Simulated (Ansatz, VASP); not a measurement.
**BAs5: VASP beside Ansatz**

```
B As
1.0
     5.37438    0.00000    0.00000
    -2.68719    4.65435    0.00000
     0.00000    0.00000    6.99909
B As
1 5
Direct
  0.00000 0.00000 0.00000
  0.50000 0.00000 0.50000
  0.00000 0.50000 0.50000
  0.50000 0.50000 0.50000
  0.00000 0.00000 0.26949
  0.00000 0.00000 0.73051
```

Alike in both runs: task single point; functional PBE; k mesh 12 × 12 × 6; occupations gaussian, width 0.1 eV; no spin polarisation.

|  | VASP | Ansatz |
| --- | --- | --- |
| version | VASP 6.6.1 | Ansatz 0.2.0 |
| potentials or method | VASP PAW PBE potentials, release 64 (B, As), cutoff 520 eV | scalar-relativistic, plane waves, PAW |
| valence electrons in the cell | 28 | 78 |

VASP gave:

```
gap on the k mesh at the Fermi level (eV)                     : none
pressure (GPa)                                                : 0.1
traceless stress, the component that is largest in VASP (GPa) : 0.17
rms of the force components (eV/Å)                            : 0.030
```

Task: What did Ansatz give for the same quantities?

Result: gap on the k mesh at the Fermi level (eV): none; pressure (GPa): 0.0; traceless stress, the component that is largest in VASP (GPa): 0.02; rms of the force components (eV/Å): 0.003.

Atom by atom the forces differ by 0.027 eV/Å (rms over components). A gap of «none» marks a metal or a gap that the smearing closes. The functional is the same, so the differences come from potentials, cutoffs and numerics. VASP's potentials hold 28 valence electrons a cell and Ansatz's 78, so a difference there can come from the potentials and not from the codes.
